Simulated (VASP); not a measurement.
## TaAs: relaxation of cell and atoms with PBEsol

Crystal: TaAs.

```xyz
4
Lattice="-1.7218 1.7218 5.8679 1.7218 -1.7218 5.8679 1.7218 1.7218 -5.8679" Properties=species:S:1:pos:R:3 pbc="T T T"
Ta    0.0000    0.0000    5.8676
Ta    1.7218    0.0000    2.9336
As    0.0000    0.0000    0.9698
As    0.0000    1.7218    3.9037
```

```json
{
  "Program": "VASP 6.6.1",
  "Task": "relaxation of cell and atoms",
  "Functional": "PBEsol",
  "Potentials or basis": "VASP PAW PBE potentials, release 64 (Ta_pv, As)",
  "Cutoff": "600 eV",
  "k mesh": "11 × 11 × 11",
  "Occupations": "fermi-dirac, width 0.05 eV",
  "Spin": "no spin polarisation",
  "Target pressure": "2 GPa",
  "Dipole correction": "no",
  "Further INCAR settings": "ALGO = Normal; EDIFF = 1e-06; IBRION = 2; EDIFFG = -0.01; NSW = 60; ISIF = 3"
}
```

- Relaxed volume: 16.91 Å³/atom
- Relaxed cell: a = 6.259 Å, b = 6.259 Å, c = 6.259 Å, α = 148.26°, β = 148.26°, γ = 45.51°
- Space group after relaxing (to 0.1 Å): I4_1md (No. 109)
- Energy change on relaxing (the run minimises the enthalpy): -2.5 meV/atom
- Ionic steps: 8
- Pressure after relaxing: 2.0 GPa
- Band gap on the k mesh: zero (bands 16 and 17 overlap by 0.02 eV)

The path:
```csv
step,energy change (eV),largest force (eV/Å),pressure (GPa),volume (Å³)
1,0.0000,0.0243,-3.22,69.59
2,0.1725,0.0791,14.60,64.04
3,-0.0086,0.0395,1.95,67.71
4,-0.0082,0.0398,2.03,67.68
5,-0.0095,0.0444,2.03,67.64
6,-0.0095,0.0467,2.03,67.62
7,-0.0099,0.0136,1.94,67.65
8,-0.0099,0.0006,1.95,67.64
```

Final structure:
```yaml
crystal:
  lattice:
    - [-1.71170, 1.71170, 5.77149]
    - [1.71170, -1.71170, 5.77149]
    - [1.71170, 1.71170, -5.77149]
  atoms:
    - { symbol: Ta, position: [0.50039, 0.50039, 0.00000] }
    - { symbol: Ta, position: [0.25039, 0.75039, 0.50000] }
    - { symbol: As, position: [0.08221, 0.08221, 0.00000] }
    - { symbol: As, position: [0.83221, 0.33221, 0.50000] }
```

Levels at points of the mesh, in eV from the Fermi level:
```csv
k point,band 13,band 14,band 15,band 16,band 17,band 18,band 19,band 20
"(0.00, 0.00, 0.00)",-2.43,-1.97,-1.65,-1.65,0.90,1.62,2.46,3.19
```

It took 65 min on 1 thread of Intel Xeon 8259CL, with other jobs on the host, peak memory 0.58 GiB.

Caveat: the cell is relaxed towards a set pressure, so the run minimises the enthalpy, not the energy; the PAW data sets were made with another functional, which shifts forces and pressure a little; spin-orbit coupling is left out, which moves the levels of the heavy elements.
